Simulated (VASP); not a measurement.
# Si (Im-3m) in VASP: notebook

The runs below take Si through single point, with RPBE.

Program: VASP 6.6.1. These are calculated values, not measurements. Logs are shortened: lines on timing, memory, paths and dates and some standing lists are left out, and cuts for length are marked.

## (1) The cell of the first run

The structure is cubic, space group Im-3m (No. 229). The conventional cell has a = 3.093 Å, b = 3.093 Å, c = 3.093 Å, α = 90.00°, β = 90.00°, γ = 90.00°. Si (site symmetry m-3m) has 14 Si at 2.68 to 3.09 Å within 3.5 Å.

## (2) Single point, RPBE

File INCAR:

```
SYSTEM = Si
PREC = Accurate ; ENCUT = 520
EDIFF = 1E-6 ; ISMEAR = -1
SIGMA = 0.1 ; LREAL = .FALSE.
LASPH = .TRUE. ; NELM = 80
ALGO = Normal ; ISIF = 2
LWAVE = .FALSE. ; LCHARG = .FALSE.
GGA = RP ; NBANDS = 8
```

File KPOINTS:

```
Automatic mesh
0
G
  14 14 14
  0 0 0
```

File POSCAR:

```
Si
1.0
   -1.5465756364      1.5465756364      1.5465756364
    1.5465756364     -1.5465756364      1.5465756364
    1.5465756364      1.5465756364     -1.5465756364
Si
1
Direct
    0.0000000000      0.0000000000      0.0000000000
```

Potentials or basis: VASP PAW PBE potentials, release 64 (Si).

Command:

```console
> cat potpaw_PBE.64/Si/POTCAR > POTCAR
> mpirun -np 1 vasp_std > vasp.out
```

OUTCAR:

```text
SYSTEM = Si
   PREC = Accurate
   ENCUT = 520
   EDIFF = 1E-6
   ISMEAR = -1
   LREAL = .FALSE.
   LASPH = .TRUE.
   NELM = 80
   ISIF = 2
   GGA = RP

 ion  position               nearest neighbor table
   1  0.000  0.000  0.000-

  LATTYP: Found a body centered cubic cell.
 ALAT       =     3.0931512728

  Lattice vectors:

 A1 = (  -1.5465756364,   1.5465756364,   1.5465756364)
 A2 = (   1.5465756364,  -1.5465756364,   1.5465756364)
 A3 = (   1.5465756364,   1.5465756364,  -1.5465756364)

Analysis of symmetry for initial positions (statically):
=====================================================================
 Subroutine PRICEL returns:
 Original cell was already a primitive cell.

 Routine SETGRP: Setting up the symmetry group for a
 body centered cubic supercell.

 Subroutine GETGRP returns: Found 48 space group operations
 (whereof 48 operations were pure point group operations)
 out of a pool of 48 trial point group operations.

The static configuration has the point symmetry O_h .

Analysis of symmetry for dynamics (positions and initial velocities):
=====================================================================
 Subroutine PRICEL returns:
 Original cell was already a primitive cell.

 Routine SETGRP: Setting up the symmetry group for a
 body centered cubic supercell.

 Subroutine GETGRP returns: Found 48 space group operations
 (whereof 48 operations were pure point group operations)
 out of a pool of 48 trial point group operations.

The dynamic configuration has the point symmetry O_h .

 Subroutine INISYM returns: Found 48 space group operations
 (whereof 48 operations are pure point group operations),
 and found     1 'primitive' translations

----------------------------------------------------------------------------------------

                                     Primitive cell

  volume of cell :      14.7970

  direct lattice vectors                    reciprocal lattice vectors
    -1.546575636  1.546575636  1.546575636     0.000000000  0.323294890  0.323294890
     1.546575636 -1.546575636  1.546575636     0.323294890  0.000000000  0.323294890
     1.546575636  1.546575636 -1.546575636     0.323294890  0.323294890  0.000000000

  length of vectors
     2.678747580  2.678747580  2.678747580     0.457208018  0.457208018  0.457208018

  position of ions in fractional coordinates (direct lattice)
     0.000000000  0.000000000  0.000000000

  ion indices of the primitive-cell ions
   primitive index   ion index
                 1           1

----------------------------------------------------------------------------------------

 KPOINTS: Automatic mesh

Automatic generation of k-mesh.
 Grid dimensions read from file:
 generate k-points for:   14   14   14

 Generating k-lattice:

  Cartesian coordinates                     Fractional coordinates (reciprocal lattice)
     0.000000000  0.023092492  0.023092492     0.071428571  0.000000000  0.000000000
     0.023092492  0.000000000  0.023092492     0.000000000  0.071428571  0.000000000
     0.023092492  0.023092492  0.000000000     0.000000000  0.000000000  0.071428571

  Length of vectors
     0.032657716  0.032657716  0.032657716

  Shift w.r.t. Gamma in fractional coordinates (k-lattice)
     0.000000000  0.000000000  0.000000000

 Subroutine IBZKPT returns following result:
 ===========================================

 Found    104 irreducible k-points:

 Following reciprocal coordinates:
            Coordinates               Weight
  0.000000  0.000000  0.000000      1.000000
  0.071429  0.000000  0.000000     12.000000
  0.142857  0.000000  0.000000     12.000000
  0.214286  0.000000  0.000000     12.000000
  0.285714  0.000000  0.000000     12.000000
  0.357143  0.000000  0.000000     12.000000
[... 16 lines left out ...]
  0.285714  0.285714  0.000000     24.000000
  0.357143  0.285714 -0.000000     24.000000
 [... further k-points ...]
   k-points           NKPTS =    104   k-points in BZ     NKDIM =    104   number of bands    NBANDS=      8
   number of dos      NEDOS =    301   number of ions     NIONS =      1
   total plane-waves  NPLWV =   8000
   dimension x,y,z NGX =    20 NGY =   20 NGZ =   20
   dimension x,y,z NGXF=    40 NGYF=   40 NGZF=   40
   ions per type =               1
   NGX,Y,Z   is equivalent  to a cutoff of  12.41, 12.41, 12.41 a.u.
   NGXF,Y,Z  is equivalent  to a cutoff of  24.82, 24.82, 24.82 a.u.
 SYSTEM =  Si
   PREC   = accura    normal or accurate (medium, high low for compatibility)
   ISTART =      0    job   : 0-new  1-cont  2-samecut
   ICHARG =      2    charge: 1-file 2-atom 10-const
   ISPIN  =      1    spin polarized calculation?
   LNONCOLLINEAR =      F non collinear calculations
   LSORBIT =      F    spin-orbit coupling
   LASPH  =      T    aspherical Exc in radial PAW
   ENCUT  =  520.0 eV  38.22 Ry    6.18 a.u.   4.98  4.98  4.98*2*pi/ulx,y,z
   NELM   =     80;   NELMIN=  2; NELMDL= -5     # of ELM steps
   EDIFF  = 0.1E-05   stopping-criterion for ELM
   LREAL  =      F    real-space projection
   EDIFFG = 0.1E-04   stopping-criterion for IOM
   NSW    =      0    number of steps for IOM
   IBRION =     -1    ionic relax: 0-MD 1-quasi-New 2-CG
   NFREE  =      0    steps in history (QN), initial steepest desc. (CG)
   ISIF   =      2    stress and relaxation
   ISYM   =      2    0-nonsym 1-usesym 2-fastsym
   POTIM  = 0.5000    time-step for ionic-motion
   TEBEG  =    0.0;   TEEND  =   0.0 temperature during run
   PSTRESS=    0.0 pullay stress
   NELECT =       4.0000    total number of electrons
   NUPDOWN=      -1.0000    fix difference up-down
   EMIN   =  10.00;   EMAX   =-10.00  energy-range for DOS
   EFERMI =   0.00;   METHOD = LEGACY
   ISMEAR =    -1;   SIGMA  =   0.10  broadening in eV -4-tet -1-fermi 0-gaus
   EFERMI_NEDOS =   21; number of points for ismear=-14 and -15
   IALGO  =     38    algorithm
   IMIX   =      4    mixing-type and parameters
     AMIX     =   0.40;   BMIX     =  1.00
     AMIX_MAG =   1.60;   BMIX_MAG =  1.00
  volume/ion in A,a.u.               =      14.80        99.86
  Fermi-wavevector in a.u.,A,eV,Ry     =   1.058531  2.000334 15.245169  1.120488
  Thomas-Fermi vector in A             =   2.193844
   LORBIT       =      0    0 simple, 1 ext, 2 COOP (PROOUT), +10 PAW based schemes
   GGA     = RP    functional components
   LHFCALC =     F    Hartree Fock is set to
   AEXX    =    0.0000 exact exchange contribution
   IVDW    =     0    specifies the selected vdW correction
   LEPSILON=     F    determine dielectric tensor
   LRPA    =     F    only Hartree local field effects (RPA)
 non-spin polarized calculation
  energy-cutoff  :      520.00
  volume of cell :       14.80
 maximum number of plane-waves:       418
   NGX =  9   NGY =  9   NGZ =  9

 number of electron       4.0000000 magnetization

 Free energy of the ion-electron system (eV)
  ---------------------------------------------------
  ext. energy  EPLUGINS =         0.00000000
  ---------------------------------------------------
  free energy    TOTEN  =        -4.62095040 eV

  energy without entropy =       -4.60839074  energy(sigma->0) =       -4.61467057

 E-fermi :   9.8662     XC(G=0): -11.0948

 val. band max:        9.6461484882   @ k =   0.2857   0.2143  -0.0000
 cond. band min:       9.9033807504   @ k =   0.5000   0.5000   0.3571
 fundamental gap:      0.2572322622
 Fermi energy:         9.8661815915

 k-point     1 :       0.0000    0.0000    0.0000
  band No.  band energies     occupation
      1      -4.2876      2.00000
      2      21.1690      0.00000
      3      21.1690      0.00000
      4      21.1690      0.00000
      5      22.2526      0.00000
      6      22.2526      0.00000
      7      22.2526      0.00000
      8      25.9303      0.00000

 k-point     2 :       0.0714    0.0000    0.0000
  band No.  band energies     occupation
      1      -4.1325      2.00000
      2      19.3826      0.00000
      3      19.9275      0.00000
      4      20.9495      0.00000
      5      21.7528      0.00000
      6      23.0709      0.00000
      7      23.7530      0.00000
      8      24.9656      0.00000

 k-point     3 :       0.1429    0.0000    0.0000
  band No.  band energies     occupation
      1      -3.6678      2.00000
      2      16.5573      0.00000
      3      18.5235      0.00000
      4      20.3665      0.00000
      5      20.6931      0.00000
      6      22.6805      0.00000
      7      25.0462      0.00000
      8      25.7346      0.00000

 k-point     4 :       0.2143    0.0000    0.0000
  band No.  band energies     occupation
      1      -2.8958      2.00000
      2      13.5525      0.00000
      3      17.3578      0.00000
      4      19.5872      0.00000
      5      19.6241      0.00000
      6      21.6687      0.00000
      7      26.0199      0.00000
      8      26.1096      0.00000

 k-point     5 :       0.2857    0.0000    0.0000
  band No.  band energies     occupation
      1      -1.8199      2.00000
      2      10.6352      0.00091
      3      16.4489      0.00000
      4      18.6452      0.00000
      5      18.9191      0.00000
      6      20.7962      0.00000
      7      26.8539      0.00000
      8      27.1994      0.00000

 k-point     6 :       0.3571    0.0000    0.0000
  band No.  band energies     occupation
      1      -0.4454      2.00000
      2       7.9098      2.00000
      3      15.7996      0.00000
      4      17.9442      0.00000
      5      18.3656      0.00000
      6      20.1452      0.00000
      7      27.8894      0.00000
      8      28.5183      0.00000

 k-point     7 :       0.4286    0.0000    0.0000
  band No.  band energies     occupation
      1       1.2190      2.00000
      2       5.4243      2.00000
      3      15.4102      0.00000
      4      17.5153      0.00000
      5      18.0179      0.00000
      6      19.7443      0.00000
      7      29.0952      0.00000
      8      29.8225      0.00000

 k-point     8 :       0.5000    0.0000    0.0000
  band No.  band energies     occupation
      1       2.9772      2.00000
      2       3.3910      2.00000
      3      15.2805      0.00000
      4      17.3711      0.00000
      5      17.8998      0.00000
      6      19.6091      0.00000
      7      29.8820      0.00000
      8      30.5046      0.00000

 k-point     9 :       0.0714    0.0714    0.0000
  band No.  band energies     occupation
      1      -3.8226      2.00000
      2      17.7962      0.00000
      3      18.3381      0.00000
      4      19.8079      0.00000
      5      21.9588      0.00000
      6      23.3664      0.00000
      7      24.2354      0.00000
      8      24.9823      0.00000

 k-point    10 :       0.1429    0.0714    0.0000
  band No.  band energies     occupation
      1      -3.2043      2.00000
      2      15.1242      0.00000
      3      16.8245      0.00000
      4      18.7620      0.00000
      5      21.4526      0.00000
      6      22.8327      0.00000
      7      24.6521      0.00000
      8      26.4169      0.00000
[... 78 lines left out ...]
 k-point    18 :       0.3571    0.1429   -0.0000
  band No.  band energies     occupation
      1       1.6719      2.00000
      2       5.8646      2.00000
      3      11.8658      0.00000
      4      15.7569      0.00000
      5      20.4450      0.00000
      6      23.4105      0.00000
      7      26.9848      0.00000
      8      29.7081      0.00000

 k-point    19 :       0.4286    0.1429    0.0000
  band No.  band energies     occupation
      1       3.4317      2.00000
      2       3.8313      2.00000
      3      11.7245      0.00000
      4      15.6242      0.00000
      5      20.3188      0.00000
      6      23.4123      0.00000
      7      28.0867      0.00000
      8      28.6412      0.00000

 k-point    20 :       0.2143    0.2143    0.0000
  band No.  band energies     occupation
      1      -0.1406      2.00000
      2      10.0381      0.30394
      3      10.3747      0.01230
      4      16.0406      0.00000
      5      21.9979      0.00000
      6      22.8585      0.00000
      7      27.5973      0.00000
      8      28.2444      0.00000

 k-point    21 :       0.2857    0.2143   -0.0000
  band No.  band energies     occupation
      1       1.3727      2.00000
      2       7.6090      2.00000
      3       9.6461      1.80056
      4      15.5218      0.00000
      5      21.8898      0.00000
      6      23.6720      0.00000
      7      27.4940      0.00000
      8      29.1970      0.00000

 k-point    22 :       0.3571    0.2143   -0.0000
  band No.  band energies     occupation
      1       3.1642      2.00000
      2       5.2803      2.00000
      3       9.3531      1.98825
      4      15.2584      0.00000
      5      21.6950      0.00000
      6      24.6919      0.00000
      7      26.9489      0.00000
      8      29.0166      0.00000

 k-point    23 :       0.2857    0.2857    0.0000
  band No.  band energies     occupation
      1       3.0210      2.00000
      2       7.0309      2.00000
      3       7.3403      2.00000
      4      15.1342      0.00000
      5      22.9060      0.00000
      6      23.8386      0.00000
      7      26.9048      0.00000
      8      30.2598      0.00000

 k-point    24 :       0.3571    0.2857   -0.0000
  band No.  band energies     occupation
      1       4.7700      2.00000
      2       5.1505      2.00000
      3       7.0566      2.00000
      4      15.0035      0.00000
      5      23.0791      0.00000
      6      24.7733      0.00000
      7      25.6410      0.00000
      8      30.9786      0.00000

 [... further k-points ...]
[... 5 lines left out ...]
  --------------------------------------------------------------------------------------
  -------------------------------------------------------------------------------------
  Total       -0.0354313     -0.0354313     -0.0354313     -0.0000000      0.0000000     -0.0000000
  in kB       -3.8363990     -3.8363990     -3.8363990     -0.0000000      0.0000000     -0.0000000
  external PRESSURE =      -3.8363990 kB  Pullay stress =       0.0000000 kB

 VOLUME and BASIS-vectors are now :
 -----------------------------------------------------------------------------
  energy-cutoff  :      520.00
  volume of cell :       14.80
      direct lattice vectors                 reciprocal lattice vectors
    -1.546575636  1.546575636  1.546575636     0.000000000  0.323294890  0.323294890
     1.546575636 -1.546575636  1.546575636     0.323294890  0.000000000  0.323294890
     1.546575636  1.546575636 -1.546575636     0.323294890  0.323294890  0.000000000

 POSITION                                       TOTAL-FORCE (eV/Angst)
 -----------------------------------------------------------------------------------
      0.00000      0.00000      0.00000         0.000000      0.000000      0.000000
 -----------------------------------------------------------------------------------
    total drift:                                0.000000      0.000000     -0.000000

  FREE ENERGIE OF THE ION-ELECTRON SYSTEM (eV)
  ---------------------------------------------------
  free  energy   TOTEN  =        -4.6209503972 eV

  energy  without entropy=       -4.6083907359  energy(sigma->0) =       -4.61467057
```

Wall time 3.3 s (1 thread of Intel Xeon 6975P-C (Granite Rapids), shared host); peak memory 0.12 GiB.

What came out:

```
Free energy            : -4.6210 eV
Pressure               : -0.4 GPa
Band gap on the k mesh : zero (band 2 reaches 21.17 eV, above the bottom of band 3 at 5.87 eV)
```

Caveat: the PAW data sets were made with another functional, which shifts forces and pressure a little.

## (3) Single point, RPBE (volume scaled by 0.88)

File INCAR:

```
SYSTEM = Si
PREC = Accurate
ENCUT = 520
EDIFF = 1E-6
ISMEAR = -1
SIGMA = 0.1
LREAL = .False.
LASPH = .True.
NELM = 60
ALGO = Normal
ISIF = 2
LWAVE = .False.
LCHARG = .True.
GGA = RP
LELF = .True.
LVHAR = .True.
NBANDS = 8
```

File KPOINTS:

```
regular mesh
0
Gamma
  16 16 16
  0 0 0
```

File POSCAR:

```
Si
1.0
   -1.4820586429      1.4820586429      1.4820586429
    1.4820586429     -1.4820586429      1.4820586429
    1.4820586429      1.4820586429     -1.4820586429
Si
1
Direct
    0.0000000000      0.0000000000      0.0000000000
```

Potentials or basis: VASP PAW PBE potentials, release 64 (Si).

Command:

```console
> cat potpaw_PBE.64/Si/POTCAR > POTCAR
> mpirun -np 1 vasp_std > vasp.out
```

OUTCAR:

```text
SYSTEM = Si
   PREC = Accurate
   ENCUT = 520
   EDIFF = 1E-6
   ISMEAR = -1
   LREAL = .False.
   LASPH = .True.
   NELM = 60
   ISIF = 2
   GGA = RP

 ion  position               nearest neighbor table
   1  0.000  0.000  0.000-

  LATTYP: Found a body centered cubic cell.
 ALAT       =     2.9641172858

  Lattice vectors:

 A1 = (  -1.4820586429,   1.4820586429,   1.4820586429)
 A2 = (   1.4820586429,  -1.4820586429,   1.4820586429)
 A3 = (   1.4820586429,   1.4820586429,  -1.4820586429)

Analysis of symmetry for initial positions (statically):
=====================================================================
 Subroutine PRICEL returns:
 Original cell was already a primitive cell.

 Routine SETGRP: Setting up the symmetry group for a
 body centered cubic supercell.

 Subroutine GETGRP returns: Found 48 space group operations
 (whereof 48 operations were pure point group operations)
 out of a pool of 48 trial point group operations.

The static configuration has the point symmetry O_h .

Analysis of symmetry for dynamics (positions and initial velocities):
=====================================================================
 Subroutine PRICEL returns:
[... 151 lines left out ...]

  energy without entropy =       -4.52419310  energy(sigma->0) =       -4.53267019

 E-fermi :  11.5698     XC(G=0): -11.6167

 val. band max:       11.5697723717   @ k =   0.2500   0.0625   0.0625
 cond. band min:      11.6091167099   @ k =  -0.3750   0.5000   0.1250
 fundamental gap:      0.0393443381
 Fermi energy:        11.5697998389

 k-point     1 :       0.0000    0.0000    0.0000
  band No.  band energies     occupation
      1      -3.7559      2.00000
      2      24.5779      0.00000
      3      24.5779      0.00000
      4      24.5779      0.00000
      5      24.6760      0.00000
      6      24.6760      0.00000
      7      24.6760      0.00000
      8      28.5464      0.00000
[... 243 lines left out ...]
 k-point    24 :       0.2500    0.1875    0.0000
  band No.  band energies     occupation
      1       0.9820      2.00000
      2      10.8440      1.99859
      3      12.7414      0.00002
      4      18.2832      0.00000
      5      24.4576      0.00000
      6      25.9879      0.00000
      7      30.0484      0.00000
      8      32.2728      0.00000

 [... further k-points ...]
[... 5 lines left out ...]
  --------------------------------------------------------------------------------------
  -------------------------------------------------------------------------------------
  Total        1.2286104      1.2286104      1.2286104      0.0000000      0.0000000      0.0000000
  in kB      151.1710428    151.1710428    151.1710428      0.0000000      0.0000000      0.0000000
  external PRESSURE =     151.1710428 kB  Pullay stress =       0.0000000 kB

 VOLUME and BASIS-vectors are now :
 -----------------------------------------------------------------------------
  energy-cutoff  :      520.00
  volume of cell :       13.02
      direct lattice vectors                 reciprocal lattice vectors
    -1.482058643  1.482058643  1.482058643     0.000000000  0.337368567  0.337368567
     1.482058643 -1.482058643  1.482058643     0.337368567  0.000000000  0.337368567
     1.482058643  1.482058643 -1.482058643     0.337368567  0.337368567  0.000000000

 POSITION                                       TOTAL-FORCE (eV/Angst)
 -----------------------------------------------------------------------------------
      0.00000      0.00000      0.00000         0.000000      0.000000     -0.000000
 -----------------------------------------------------------------------------------
    total drift:                                0.000000      0.000000     -0.000000

  FREE ENERGIE OF THE ION-ELECTRON SYSTEM (eV)
  ---------------------------------------------------
  free  energy   TOTEN  =        -4.5411472884 eV

  energy  without entropy=       -4.5241930992  energy(sigma->0) =       -4.53267019
```

Run time: 4.3 s. Hardware: 1 thread of Intel Xeon 6975P-C (Granite Rapids), shared host; peak memory 0.12 GiB.

Results:

```
Free energy            : -4.5411 eV
Pressure               : 15.1 GPa
Band gap on the k mesh : zero (band 2 reaches 24.58 eV, above the bottom of band 3 at 7.26 eV)
```

Caveat: the PAW data sets were made with another functional, which shifts forces and pressure a little.
